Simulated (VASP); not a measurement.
Wanted: the native input for a VASP 6.6.1 run.

* Task: single point
* Functional: PBE
* Potentials or basis: VASP PAW PBE potentials, release 64 (Hf_pv, O)
* Cutoff: 520 eV
* k mesh: 5 × 5 × 4
* Occupations: gaussian, width 0.01 eV
* Spin: no spin polarisation
* Dipole correction: no
* Further INCAR settings: ALGO = Normal; EDIFF = 1e-07; NBANDS = 31

The structure of HfO2 lies in POSCAR:

```
HfO2
1.0
    3.5580193300      0.0000000000      0.0000000000
    0.0000000000      3.5580193300      0.0000000000
    0.0000000000      0.0000000000      5.1718612100
Hf O
2 4
Direct
    0.5000000014      0.5000000014      0.5000000010
    0.0000000000      0.0000000000      0.0000000000
    0.0000000000      0.5000000014      0.6972078800
    0.5000000014      0.0000000000      0.8027921209
    0.5000000014      0.0000000000      0.3027921200
    0.0000000000      0.5000000014      0.1972078791
```

The input as run:

INCAR

```
PREC     = Accurate       # precision mode
ENCUT    = 520            # plane-wave cutoff, eV
EDIFF    = 1E-7           # SCF threshold, eV
ISMEAR   = 0              # smearing method
SIGMA    = 0.01           # smearing width, eV
LREAL    = F              # projectors in reciprocal space
LASPH    = T              # aspherical terms in the spheres
NELM     = 60             # most SCF steps
ALGO     = Normal         # electronic algorithm
ISIF     = 2              # what is computed and relaxed
LWAVE    = F              # write WAVECAR
LCHARG   = F              # write CHGCAR
GGA      = PE             # functional
NBANDS   = 31             # bands
```

KPOINTS

```
Automatic mesh
0
Gamma
  5 5 4
```

Potentials or basis: VASP PAW PBE potentials, release 64 (Hf_pv, O).

Command:

```console
$ cat potpaw_PBE.64/Hf_pv/POTCAR potpaw_PBE.64/O/POTCAR > POTCAR
$ mpirun -np 1 vasp_std > vasp.out
```

Results of the run:

| Property | Result |
| --- | --- |
| Pressure | 6.5 GPa |
| Largest force | 0.099 eV/Å |
| Band gap on the k mesh | 4.76 eV, indirect (least direct gap 4.83 eV) |

Caveat: spin-orbit coupling is left out, which moves the levels of the heavy elements.

Wall time 30 s on 1 thread of Intel(R) Xeon(R) Platinum 8375C CPU @ 2.90GHz (Ice Lake), with other jobs on the host, peak memory 0.19 GiB.
